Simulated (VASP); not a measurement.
Write the native input for VASP 6.6.1 that does the following.

| Property | Result |
| --- | --- |
| Task | single point |
| Functional | LDA |
| Potentials or basis | VASP PAW LDA potentials, release 64 (Sb, In_d) |
| Cutoff | 520 eV |
| k mesh | 8 × 8 × 8 |
| Occupations | gaussian, width 0.05 eV |
| Spin | no spin polarisation |
| Dipole correction | no |
| Further INCAR settings | ALGO = Normal; EDIFF = 1e-06; NBANDS = 22 |

The structure of InSb3 lies in POSCAR:

```
InSb3
1.0
    0.0000000000      3.7945550000      3.7945550000
    3.7945550000      0.0000000000      3.7945550000
    3.7945550000      3.7945550000      0.0000000000
Sb In
3 1
Direct
    0.5054790000      0.5113180000      0.4848070000
    0.7513440000      0.7508040000      0.7319410000
    0.2428190000      0.2631560000      0.2466500000
   -0.0085640000     -0.0051780000      0.0091680000
```

The input as run:

INCAR

```
  PREC = Accurate
  ENCUT = 520
  EDIFF = 1E-6
  ISMEAR = 0
  SIGMA = 0.05
  LREAL = False
  LASPH = True
  NELM = 60
  ALGO = Normal
  ISIF = 2
  LWAVE = False
  LCHARG = True
  LELF = True
  LVHAR = True
  NBANDS = 22
```

KPOINTS

```
Automatic mesh
0
Gamma
  8 8 8
```

Potentials or basis: VASP PAW LDA potentials, release 64 (Sb, In_d).

Launch:

```sh
$ cat potpaw_LDA.64/Sb/POTCAR potpaw_LDA.64/In_d/POTCAR > POTCAR
$ mpirun -np 1 vasp_std > vasp.out
```

Results of the run:

| Property | Result |
| --- | --- |
| Pressure | -4.3 GPa |
| Largest force | 0.228 eV/Å |
| Band gap on the k mesh | zero (bands 14 and 15 overlap by 3.33 eV) |

Caveat: the cell stands under tension; spin-orbit coupling is left out, which moves the levels of the heavy elements.

Wall time 12 min on 1 thread of Intel Xeon 8259CL, on a shared host, peak memory 0.64 GiB.
